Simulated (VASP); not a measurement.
# Pd (Fm-3m) in VASP: notebook

The runs below take Pd through relaxation of cell and atoms, with PBE.

Program: VASP 6.6.1. These are calculated values, not measurements. Logs are shortened: lines on timing, memory, paths and dates and some standing lists are left out, and cuts for length are marked.

### Step 1. The cell of the first run

The structure is cubic, space group Fm-3m (No. 225). Conventional cell: a = 3.890 Å, b = 3.890 Å, c = 3.890 Å, α = 90.00°, β = 90.00°, γ = 90.00°. Pd (site symmetry m-3m) has 12 Pd at 2.75 Å within 3.6 Å.

### Step 2. Relaxation of cell and atoms, PBE

File INCAR:

```
SYSTEM = Pd
PREC     = Accurate       ! precision mode
ENCUT    = 500            ! plane-wave cutoff, eV
EDIFF    = 1E-7           ! SCF threshold, eV
ISMEAR   = 0              ! smearing method
SIGMA    = 0.1            ! smearing width, eV
LREAL    = .False.        ! projectors in reciprocal space
LASPH    = .True.         ! aspherical terms in the spheres
NELM     = 120            ! most SCF steps
ALGO     = Normal         ! electronic algorithm
ISIF     = 3              ! what is computed and relaxed
LWAVE    = .False.        ! write WAVECAR
LCHARG   = .False.        ! write CHGCAR
GGA      = PE             ! functional
IBRION   = 2              ! ionic algorithm
NSW      = 80             ! ionic steps
EDIFFG   = -0.01          ! ionic threshold
GGA_COMPAT= .False.      
NELMIN   = 4
```

File KPOINTS:

```
Automatic mesh
0
Gamma
  11 11 11
  0 0 0
```

File POSCAR:

```
Pd
1.0
    0.0000000000      1.9450000000      1.9450000000
    1.9450000000      0.0000000000      1.9450000000
    1.9450000000      1.9450000000      0.0000000000
Pd
1
Direct
    0.0000000000      0.0000000000      0.0000000000
```

Potentials or basis: VASP PAW PBE potentials, release 64 (Pd).

Run with:

```sh
$ cat potpaw_PBE.64/Pd/POTCAR > POTCAR
$ mpirun -np 1 vasp_std > vasp.out
```

OUTCAR:

```text
SYSTEM = Pd
   PREC = Accurate
   ENCUT = 500
   EDIFF = 1E-7
   ISMEAR = 0
   LREAL = .False.
   LASPH = .True.
   NELM = 120
   ISIF = 3
   GGA = PE
   IBRION = 2
   NSW = 80
   EDIFFG = -0.01
   NELMIN = 4

 ion  position               nearest neighbor table
   1  0.000  0.000  0.000-

  LATTYP: Found a face centered cubic cell.
 ALAT       =     3.8900000000

  Lattice vectors:

 A1 = (   0.0000000000,   1.9450000000,   1.9450000000)
 A2 = (   1.9450000000,   0.0000000000,   1.9450000000)
 A3 = (   1.9450000000,   1.9450000000,   0.0000000000)

Analysis of symmetry for initial positions (statically):
=====================================================================
 Subroutine PRICEL returns:
 Original cell was already a primitive cell.

 Routine SETGRP: Setting up the symmetry group for a
 face centered cubic supercell.

 Subroutine GETGRP returns: Found 48 space group operations
 (whereof 48 operations were pure point group operations)
 out of a pool of 48 trial point group operations.

The static configuration has the point symmetry O_h .

Analysis of symmetry for dynamics (positions and initial velocities):
=====================================================================
 Subroutine PRICEL returns:
 Original cell was already a primitive cell.

 Routine SETGRP: Setting up the symmetry group for a
 face centered cubic supercell.

 Subroutine GETGRP returns: Found 48 space group operations
 (whereof 48 operations were pure point group operations)
 out of a pool of 48 trial point group operations.

The dynamic configuration has the point symmetry O_h .

 Subroutine INISYM returns: Found 48 space group operations
 (whereof 48 operations are pure point group operations),
 and found     1 'primitive' translations

----------------------------------------------------------------------------------------

                                     Primitive cell

  volume of cell :      14.7160

  direct lattice vectors                    reciprocal lattice vectors
     0.000000000  1.945000000  1.945000000    -0.257069409  0.257069409  0.257069409
[... 90 lines left out ...]
   ISIF   =      3    stress and relaxation
   ISYM   =      2    0-nonsym 1-usesym 2-fastsym
   POTIM  = 0.5000    time-step for ionic-motion
   TEBEG  =    0.0;   TEEND  =   0.0 temperature during run
   PSTRESS=    0.0 pullay stress
   NELECT =      10.0000    total number of electrons
   NUPDOWN=      -1.0000    fix difference up-down
   EMIN   =  10.00;   EMAX   =-10.00  energy-range for DOS
   EFERMI =   0.00;   METHOD = LEGACY
   ISMEAR =     0;   SIGMA  =   0.10  broadening in eV -4-tet -1-fermi 0-gaus
   EFERMI_NEDOS =   21; number of points for ismear=-14 and -15
   IALGO  =     38    algorithm
   IMIX   =      4    mixing-type and parameters
     AMIX     =   0.40;   BMIX     =  1.00
     AMIX_MAG =   1.60;   BMIX_MAG =  1.00
  volume/ion in A,a.u.               =      14.72        99.31
  Fermi-wavevector in a.u.,A,eV,Ry     =   1.439280  2.719844 28.184827  2.071526
  Thomas-Fermi vector in A             =   2.558153
   LORBIT       =      0    0 simple, 1 ext, 2 COOP (PROOUT), +10 PAW based schemes
   GGA     = PE    functional components
   LHFCALC =     F    Hartree Fock is set to
   AEXX    =    0.0000 exact exchange contribution
   IVDW    =     0    specifies the selected vdW correction
   LEPSILON=     F    determine dielectric tensor
   LRPA    =     F    only Hartree local field effects (RPA)
 conjugate gradient relaxation of ions
 non-spin polarized calculation
 Gauss-broadening in eV      SIGMA  =   0.10
  energy-cutoff  :      500.00
  volume of cell :       14.72
 maximum number of plane-waves:       383
   NGX =  9   NGY =  9   NGZ =  9

--------------------------------------- Ionic step        1  -------------------------------------------

 number of electron      10.0000000 magnetization

 Free energy of the ion-electron system (eV)
  ---------------------------------------------------
  ext. energy  EPLUGINS =         0.00000000
  ---------------------------------------------------
  free energy    TOTEN  =        -5.19577113 eV

  energy without entropy =       -5.18294775  energy(sigma->0) =       -5.18935944

------------------------ aborting loop because EDIFF is reached ----------------------------------------

  FORCE on cell =-STRESS in cart. coord.  units (eV):
  Direction    XX          YY          ZZ          XY          YZ          ZX
  --------------------------------------------------------------------------------------
  -------------------------------------------------------------------------------------
  Total        0.7074382      0.7074382      0.7074382      0.0000000     -0.0000000      0.0000000
  in kB       77.0211963     77.0211963     77.0211963      0.0000000     -0.0000000      0.0000000
  external PRESSURE =      77.0211963 kB  Pullay stress =       0.0000000 kB
[... 57 lines left out ...]
--------------------------------------- Ionic step        3  -------------------------------------------

 number of electron       9.9999995 magnetization

 Free energy of the ion-electron system (eV)
  ---------------------------------------------------
  ext. energy  EPLUGINS =         0.00000000
  ---------------------------------------------------
  free energy    TOTEN  =        -5.20997760 eV

  energy without entropy =       -5.19650214  energy(sigma->0) =       -5.20323987

 E-fermi :   9.1583     XC(G=0): -12.9376

 val. band max:        9.1576522718   @ k =   0.4545   0.1818   0.0000
 cond. band min:       9.1993900579   @ k =   0.4545   0.2727   0.0000
 fundamental gap:      0.0417377861
 Fermi energy:         9.1582656430

 k-point     1 :       0.0000    0.0000    0.0000
  band No.  band energies     occupation
      1       2.2930      2.00000
      2       6.4777      2.00000
      3       6.4778      2.00000
      4       6.4778      2.00000
      5       7.9864      2.00000
      6       7.9864      2.00000
      7      26.2972      0.00000
      8      30.8482      0.00000
      9      30.8482      0.00000
[... 265 lines left out ...]
 k-point    24 :      -0.1818    0.1818    0.0000
  band No.  band energies     occupation
      1       4.6985      2.00000
      2       5.8378      2.00000
      3       6.6706      2.00000
      4       7.3340      2.00000
      5       7.3789      2.00000
      6       9.2982      0.04782
      7      23.9095      0.00000
      8      24.7544      0.00000
      9      30.0199      0.00000

 [... further k-points ...]
[... 5 lines left out ...]
  --------------------------------------------------------------------------------------
  -------------------------------------------------------------------------------------
  Total       -0.0077614     -0.0077614     -0.0077614      0.0000000      0.0000000     -0.0000000
  in kB       -0.8104111     -0.8104111     -0.8104111      0.0000000      0.0000000     -0.0000000
  external PRESSURE =      -0.8104111 kB  Pullay stress =       0.0000000 kB
[... 16 lines left out ...]
  FREE ENERGIE OF THE ION-ELECTRON SYSTEM (eV)
  ---------------------------------------------------
  free  energy   TOTEN  =        -5.2099776039 eV

  energy  without entropy=       -5.1965021423  energy(sigma->0) =       -5.20323987

 reached required accuracy - stopping structural energy minimisation
```

CONTCAR:

```text
Pd
   1.00000000000000
     0.0000000000000000    1.9722922283489892    1.9722922283489892
     1.9722922283489892   -0.0000000000000000    1.9722922283489892
     1.9722922283489892    1.9722922283489892   -0.0000000000000000
  Pd
     1
Direct
     0.0000000000000000    0.0000000000000000    0.0000000000000000

  0.00000000E+00  0.00000000E+00  0.00000000E+00
```

Wall time 7.2 s (1 thread of Intel Xeon 6975P-C (Granite Rapids), shared host); peak memory 0.13 GiB.

What came out:

* Free energy: -5.2100 eV
* Relaxed volume: 15.34 Å³/atom
* Relaxed cell: a = 2.789 Å, b = 2.789 Å, c = 2.789 Å, α = 60.00°, β = 60.00°, γ = 60.00°
* Space group after relaxing (to 0.1 Å): Fm-3m (No. 225)
* Energy gained by relaxing: 14.2 meV/atom
* Ionic steps: 3
* Pressure after relaxing: -0.1 GPa
* Band gap on the k mesh: zero (bands 5 and 6 overlap by 1.41 eV)

The path:
```csv
step,energy change (eV),largest force (eV/Å),pressure (GPa),volume (Å³)
1,0.0000,0.0000,7.70,14.72
2,0.0121,0.0000,-8.40,16.27
3,-0.0142,0.0000,-0.08,15.34
```

Final structure:
```
Pd
1.0
     0.00000    1.97229    1.97229
     1.97229    0.00000    1.97229
     1.97229    1.97229    0.00000
Pd
1
Direct
  0.00000 0.00000 0.00000
```

[end of part 1 of 2]
